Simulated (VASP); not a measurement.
# Al (Fm-3m) in VASP: further runs

Al is run at these levels: r2SCAN; tasks: single point, relaxation of cell and atoms.

Everything below comes from runs of VASP 6.6.1. Logs are shortened: lines on timing, memory, paths and dates and some standing lists are left out, and cuts for length are marked.

**1. The cell of the first run**

It takes space group Fm-3m (No. 225, cubic). Conventional cell: a = 3.985 Å, b = 3.985 Å, c = 3.985 Å, α = 90.00°, β = 90.00°, γ = 90.00°. Within 3.7 Å of Al (site symmetry m-3m) lie 12 Al at 2.82 Å.

**2. Single point, r2SCAN**

POSCAR reads:

```
Al
1.0
    0.0000000000      1.9924282134      1.9924282134
    1.9924282134      0.0000000000      1.9924282134
    1.9924282134      1.9924282134      0.0000000000
Al
1
Direct
    0.0000000000      0.0000000000      0.0000000000
```

INCAR.step1 reads:

```
PREC = Accurate
ENCUT = 550
ISMEAR = 1
SIGMA = 0.05
LREAL = F
LASPH = T
NELM = 120
NBANDS = 8
GGA = PE
ALGO = Normal
EDIFF = 1E-5
LWAVE = T
LCHARG = F
GGA_COMPAT = F
```

INCAR.step2 reads:

```
PREC = Accurate
ENCUT = 550
EDIFF = 1E-6
ISMEAR = 1
SIGMA = 0.05
LREAL = F
LASPH = T
NELM = 120
ALGO = Normal
ISIF = 2
LWAVE = F
LCHARG = T
METAGGA = R2SCAN
LMIXTAU = T
LELF = T
LVHAR = T
NBANDS = 8
ISTART = 1
GGA_COMPAT = F
```

KPOINTS reads:

```
regular mesh
0
Gamma
  10 10 10
```

Potentials or basis: VASP PAW PBE potentials, release 64 (Al).

Command:

```
$ cat potpaw_PBE.64/Al/POTCAR > POTCAR
$ cp INCAR.step1 INCAR
$ mpirun -np 1 vasp_std > vasp.out
$ cp INCAR.step2 INCAR
$ mpirun -np 1 vasp_std > vasp.out
```

OUTCAR:

```text
PREC = Accurate
   ENCUT = 550
   EDIFF = 1E-6
   ISMEAR = 1
   LREAL = F
   LASPH = T
   NELM = 120
   ISIF = 2
   METAGGA = R2SCAN
   ISTART = 1

 ion  position               nearest neighbor table
   1  0.000  0.000  0.000-

  LATTYP: Found a face centered cubic cell.
 ALAT       =     3.9848564268

  Lattice vectors:

 A1 = (   0.0000000000,   1.9924282134,   1.9924282134)
 A2 = (   1.9924282134,   0.0000000000,   1.9924282134)
 A3 = (   1.9924282134,   1.9924282134,   0.0000000000)

Analysis of symmetry for initial positions (statically):
=====================================================================
 Subroutine PRICEL returns:
 Original cell was already a primitive cell.

 Routine SETGRP: Setting up the symmetry group for a
 face centered cubic supercell.

 Subroutine GETGRP returns: Found 48 space group operations
 (whereof 48 operations were pure point group operations)
 out of a pool of 48 trial point group operations.

The static configuration has the point symmetry O_h .

Analysis of symmetry for dynamics (positions and initial velocities):
=====================================================================
 Subroutine PRICEL returns:
 Original cell was already a primitive cell.

 Routine SETGRP: Setting up the symmetry group for a
 face centered cubic supercell.

 Subroutine GETGRP returns: Found 48 space group operations
 (whereof 48 operations were pure point group operations)
 out of a pool of 48 trial point group operations.

The dynamic configuration has the point symmetry O_h .

 Subroutine INISYM returns: Found 48 space group operations
 (whereof 48 operations are pure point group operations),
 and found     1 'primitive' translations

----------------------------------------------------------------------------------------

                                     Primitive cell

  volume of cell :      15.8190

  direct lattice vectors                    reciprocal lattice vectors
     0.000000000  1.992428213  1.992428213    -0.250950070  0.250950070  0.250950070
     1.992428213  0.000000000  1.992428213     0.250950070 -0.250950070  0.250950070
     1.992428213  1.992428213  0.000000000     0.250950070  0.250950070 -0.250950070

  length of vectors
     2.817719001  2.817719001  2.817719001     0.434658272  0.434658272  0.434658272

  position of ions in fractional coordinates (direct lattice)
     0.000000000  0.000000000  0.000000000

  ion indices of the primitive-cell ions
   primitive index   ion index
                 1           1

----------------------------------------------------------------------------------------

 KPOINTS: regular mesh

Automatic generation of k-mesh.
 Grid dimensions read from file:
 generate k-points for:   10   10   10

 Generating k-lattice:

  Cartesian coordinates                     Fractional coordinates (reciprocal lattice)
    -0.025095007  0.025095007  0.025095007     0.100000000  0.000000000  0.000000000
     0.025095007 -0.025095007  0.025095007     0.000000000  0.100000000  0.000000000
     0.025095007  0.025095007 -0.025095007     0.000000000  0.000000000  0.100000000

  Length of vectors
     0.043465827  0.043465827  0.043465827

  Shift w.r.t. Gamma in fractional coordinates (k-lattice)
     0.000000000  0.000000000  0.000000000

 Subroutine IBZKPT returns following result:
 ===========================================

 Found     47 irreducible k-points:

 Following reciprocal coordinates:
            Coordinates               Weight
  0.000000  0.000000  0.000000      1.000000
  0.100000  0.000000  0.000000      8.000000
  0.200000  0.000000  0.000000      8.000000
  0.300000  0.000000  0.000000      8.000000
  0.400000  0.000000  0.000000      8.000000
  0.500000  0.000000  0.000000      4.000000
[... 16 lines left out ...]
  0.300000  0.300000  0.000000      6.000000
  0.400000  0.300000  0.000000     24.000000
 [... further k-points ...]
   k-points           NKPTS =     47   k-points in BZ     NKDIM =     47   number of bands    NBANDS=      8
   number of dos      NEDOS =    301   number of ions     NIONS =      1
   total plane-waves  NPLWV =  13824
   dimension x,y,z NGX =    24 NGY =   24 NGZ =   24
   dimension x,y,z NGXF=    48 NGYF=   48 NGZF=   48
   ions per type =               1
   NGX,Y,Z   is equivalent  to a cutoff of  14.16, 14.16, 14.16 a.u.
   NGXF,Y,Z  is equivalent  to a cutoff of  28.32, 28.32, 28.32 a.u.
 SYSTEM =  unknown system
   PREC   = accura    normal or accurate (medium, high low for compatibility)
   ISTART =      1    job   : 0-new  1-cont  2-samecut
   ICHARG =      0    charge: 1-file 2-atom 10-const
   ISPIN  =      1    spin polarized calculation?
   LNONCOLLINEAR =      F non collinear calculations
   LSORBIT =      F    spin-orbit coupling
   LASPH  =      T    aspherical Exc in radial PAW
   ENCUT  =  550.0 eV  40.42 Ry    6.36 a.u.   5.39  5.39  5.39*2*pi/ulx,y,z
   NELM   =    120;   NELMIN=  2; NELMDL=  0     # of ELM steps
   EDIFF  = 0.1E-05   stopping-criterion for ELM
   LREAL  =      F    real-space projection
   EDIFFG = 0.1E-04   stopping-criterion for IOM
   NSW    =      0    number of steps for IOM
   IBRION =     -1    ionic relax: 0-MD 1-quasi-New 2-CG
   NFREE  =      0    steps in history (QN), initial steepest desc. (CG)
   ISIF   =      2    stress and relaxation
   ISYM   =      2    0-nonsym 1-usesym 2-fastsym
   POTIM  = 0.5000    time-step for ionic-motion
   TEBEG  =    0.0;   TEEND  =   0.0 temperature during run
   PSTRESS=    0.0 pullay stress
   NELECT =       3.0000    total number of electrons
   NUPDOWN=      -1.0000    fix difference up-down
   EMIN   =  10.00;   EMAX   =-10.00  energy-range for DOS
   EFERMI =   0.00;   METHOD = LEGACY
   ISMEAR =     1;   SIGMA  =   0.05  broadening in eV -4-tet -1-fermi 0-gaus
   EFERMI_NEDOS =   21; number of points for ismear=-14 and -15
   IALGO  =     38    algorithm
   IMIX   =      4    mixing-type and parameters
     AMIX     =   0.40;   BMIX     =  1.00
     AMIX_MAG =   1.60;   BMIX_MAG =  1.00
  volume/ion in A,a.u.               =      15.82       106.75
  Fermi-wavevector in a.u.,A,eV,Ry     =   0.940566  1.777412 12.036588  0.884664
  Thomas-Fermi vector in A             =   2.067990
   LORBIT       =      0    0 simple, 1 ext, 2 COOP (PROOUT), +10 PAW based schemes
   METAGGA = R2SCAN    functional components
   LHFCALC =     F    Hartree Fock is set to
   AEXX    =    0.0000 exact exchange contribution
   IVDW    =     0    specifies the selected vdW correction
   LEPSILON=     F    determine dielectric tensor
   LRPA    =     F    only Hartree local field effects (RPA)
 non-spin polarized calculation
 Methfessel and Paxton  Order N= 1 SIGMA  =   0.05
  energy-cutoff  :      550.00
  volume of cell :       15.82
 maximum number of plane-waves:       483
 NGX is ok and might be reduce to    24
   NGX = 11   NGY = 11   NGZ = 11

 number of electron       3.0000000 magnetization

 Free energy of the ion-electron system (eV)
  ---------------------------------------------------
  ext. energy  EPLUGINS =         0.00000000
  ---------------------------------------------------
  free energy    TOTEN  =        -6.72320381 eV

  energy without entropy =       -6.72291496  energy(sigma->0) =       -6.72310753

 E-fermi :   8.4842     XC(G=0): -11.0657

 val. band max:        8.4580443941   @ k =  -0.4000   0.4000   0.1000
 cond. band min:       8.6885910948   @ k =  -0.3000   0.2000   0.0000
 fundamental gap:      0.2305467007
 Fermi energy:         8.4842024546

 k-point     1 :       0.0000    0.0000    0.0000
  band No.  band energies     occupation
      1      -3.6788      2.00000
      2      22.0253      0.00000
      3      22.0253      0.00000
      4      22.0253      0.00000
      5      24.2739      0.00000
      6      24.2739      0.00000
      7      24.2739      0.00000
      8      26.1278      0.00000

 k-point     2 :       0.1000    0.0000    0.0000
  band No.  band energies     occupation
      1      -3.3821      2.00000
      2      18.5961      0.00000
      3      21.3945      0.00000
      4      21.3945      0.00000
      5      24.7138      0.00000
      6      25.3697      0.00000
      7      25.3697      0.00000
      8      28.1159      0.00000

 k-point     3 :       0.2000    0.0000    0.0000
  band No.  band energies     occupation
      1      -2.4957      2.00000
      2      14.2661      0.00000
      3      20.6387      0.00000
      4      20.6387      0.00000
      5      24.3291      0.00000
      6      25.6410      0.00000
      7      25.6410      0.00000
      8      27.7883      0.00000

 k-point     4 :       0.3000    0.0000    0.0000
  band No.  band energies     occupation
      1      -1.0310      2.00000
      2      10.2533      0.00000
      3      20.2757      0.00000
      4      20.2757      0.00000
      5      23.6797      0.00000
      6      23.6798      0.00000
      7      24.1029      0.00000
      8      28.0370      0.00000

 k-point     5 :       0.4000    0.0000    0.0000
  band No.  band energies     occupation
      1       0.9919      2.00000
      2       6.6841      2.00000
      3      20.3678      0.00000
      4      20.3678      0.00000
      5      22.1275      0.00000
      6      22.1275      0.00000
      7      24.2847      0.00000
      8      26.4096      0.00000
[... 177 lines left out ...]
 k-point    22 :      -0.2000    0.2000    0.0000
  band No.  band energies     occupation
      1      -0.5463      2.00000
      2      11.7322      0.00000
      3      13.5725      0.00000
      4      20.7455      0.00000
      5      22.9357      0.00000
      6      25.0860      0.00000
      7      26.6268      0.00000
      8      27.5906      0.00000

 k-point    23 :       0.3000    0.3000    0.0000
  band No.  band energies     occupation
      1      -0.1608      2.00000
      2      14.8459      0.00000
      3      15.4918      0.00000
      4      16.0041      0.00000
      5      16.0041      0.00000
      6      20.2136      0.00000
      7      32.6895      0.00000
      8      34.1624      0.00000

 k-point    24 :       0.4000    0.3000    0.0000
  band No.  band energies     occupation
      1       1.2755      2.00000
      2      12.1052      0.00000
      3      12.7632      0.00000
      4      15.5912      0.00000
      5      16.9181      0.00000
      6      21.1380      0.00000
      7      32.0059      0.00000
      8      34.5559      0.00000

 [... further k-points ...]

------------------------ aborting loop because EDIFF is reached ----------------------------------------

  FORCE on cell =-STRESS in cart. coord.  units (eV):
  Direction    XX          YY          ZZ          XY          YZ          ZX
  --------------------------------------------------------------------------------------
  -------------------------------------------------------------------------------------
  Total       -0.0327379     -0.0327379     -0.0327379     -0.0000000     -0.0000000      0.0000000
  in kB       -3.3157572     -3.3157572     -3.3157572     -0.0000000     -0.0000000      0.0000000
  external PRESSURE =      -3.3157572 kB  Pullay stress =       0.0000000 kB

 VOLUME and BASIS-vectors are now :
 -----------------------------------------------------------------------------
  energy-cutoff  :      550.00
  volume of cell :       15.82
      direct lattice vectors                 reciprocal lattice vectors
     0.000000000  1.992428213  1.992428213    -0.250950070  0.250950070  0.250950070
     1.992428213  0.000000000  1.992428213     0.250950070 -0.250950070  0.250950070
     1.992428213  1.992428213  0.000000000     0.250950070  0.250950070 -0.250950070

 POSITION                                       TOTAL-FORCE (eV/Angst)
 -----------------------------------------------------------------------------------
      0.00000      0.00000      0.00000         0.000000      0.000000      0.000000
 -----------------------------------------------------------------------------------
    total drift:                                0.000000     -0.000000      0.000000

  FREE ENERGIE OF THE ION-ELECTRON SYSTEM (eV)
  ---------------------------------------------------
  free  energy   TOTEN  =        -6.7232038127 eV

  energy  without entropy=       -6.7229149641  energy(sigma->0) =       -6.72310753
```

Run time: 9.5 s. Hardware: 1 thread of Intel Xeon 6975P-C (Granite Rapids), shared host; peak memory 0.14 GiB.

What came out:

| Item | Value |
| --- | --- |
| Free energy | -6.7232 eV |
| Pressure | -0.3 GPa |
| Band gap on the k mesh | zero (an odd number of electrons rules out a gap without spin polarisation) |

Levels at points of the mesh, in eV from the Fermi level:
```csv
k point,band 1,band 2,band 3,band 4
"(0.00, 0.00, 0.00)",-12.16,13.54,13.54,13.54
"(0.50, 0.00, 0.00)",-5.20,-4.61,12.26,12.26
"(0.50, 0.50, 0.00)",-3.29,-1.69,5.45,6.19
```

Caveat: the PAW data sets were made with another functional, which shifts forces and pressure a little.

**3. Relaxation of cell and atoms, r2SCAN**

This run uses another cell than the first one, of 16.61 Å³/atom.

POSCAR reads:

```
Al
1.0
    0.0000000000      2.0250000000      2.0250000000
    2.0250000000      0.0000000000      2.0250000000
    2.0250000000      2.0250000000      0.0000000000
Al
1
Direct
    0.0000000000      0.0000000000      0.0000000000
```

INCAR.step1 reads:

```
ALGO = Normal ; EDIFF = 1E-5
EDIFFG = -0.005 ; ENCUT = 550
GGA = PE ; GGA_COMPAT = F
IBRION = 2 ; ISIF = 3
ISMEAR = 1 ; LASPH = T
LCHARG = F ; LREAL = F
LWAVE = T ; NELM = 120
NELMIN = 4 ; NSW = 100
PREC = Accurate ; SIGMA = 0.05
```

INCAR.step2 reads:

```
ALGO = Normal ; EDIFF = 1E-7
EDIFFG = -0.01 ; ENCUT = 550
GGA_COMPAT = F ; IBRION = 2
ISIF = 3 ; ISMEAR = 1
ISTART = 1 ; LASPH = T
LCHARG = F ; LMIXTAU = T
LREAL = F ; LWAVE = F
METAGGA = R2SCAN ; NELM = 120
NELMIN = 4 ; NSW = 80
PREC = Accurate ; SIGMA = 0.05
```

KPOINTS reads:

```
k-points
0
Gamma
  10 10 10
```

Potentials or basis: VASP PAW PBE potentials, release 64 (Al).

Command:

```
$ cat potpaw_PBE.64/Al/POTCAR > POTCAR
$ cp INCAR.step1 INCAR
$ mpirun -np 1 vasp_std > vasp.out
$ cp INCAR.step2 INCAR
$ mpirun -np 1 vasp_std > vasp.out
```

Wall time 18 s (1 thread of Intel Xeon 6975P-C (Granite Rapids), shared host); peak memory 0.13 GiB.

It converged, with:

* Free energy: -6.7233 eV
* Relaxed volume: 15.76 Å³/atom
* Relaxed cell: a = 2.814 Å, b = 2.814 Å, c = 2.814 Å, α = 60.00°, β = 60.00°, γ = 60.00°
* Space group after relaxing (to 0.1 Å): Fm-3m (No. 225)
* Energy gained by relaxing: 12.6 meV/atom
* Ionic steps: 3
* Pressure after relaxing: 0.0 GPa
* Band gap on the k mesh: zero (an odd number of electrons rules out a gap without spin polarisation)

Step by step:
```
step  energy change (eV)  largest force (eV/Å)  pressure (GPa)  volume (Å³)
   1              0.0000                0.0000           -4.51        16.61
   2             -0.0114                0.0000            1.63        15.51
   3             -0.0126                0.0000            0.04        15.76
```

Final structure:
```cif
data_structure
_symmetry_space_group_name_H-M 'P 1'
_symmetry_Int_Tables_number 1
_cell_length_a 2.8140
_cell_length_b 2.8140
_cell_length_c 2.8140
_cell_angle_alpha 60.000
_cell_angle_beta 60.000
_cell_angle_gamma 60.000
_cell_volume 15.76
loop_
_atom_site_label
_atom_site_type_symbol
_atom_site_fract_x
_atom_site_fract_y
_atom_site_fract_z
_atom_site_occupancy
Al1 Al 0.00000 0.00000 0.00000 1
```

Levels at points of the mesh, in eV from the Fermi level:
```csv
k point,band 1,band 2,band 3,band 4,band 5
"(0.00, 0.00, 0.00)",-12.19,13.57,13.57,13.57,15.85
"(0.50, 0.00, 0.00)",-5.21,-4.61,12.29,12.29,12.82
"(0.50, 0.50, 0.00)",-3.29,-1.69,5.45,6.22,6.22
```

Caveat: the PAW data sets were made with another functional, which shifts forces and pressure a little.
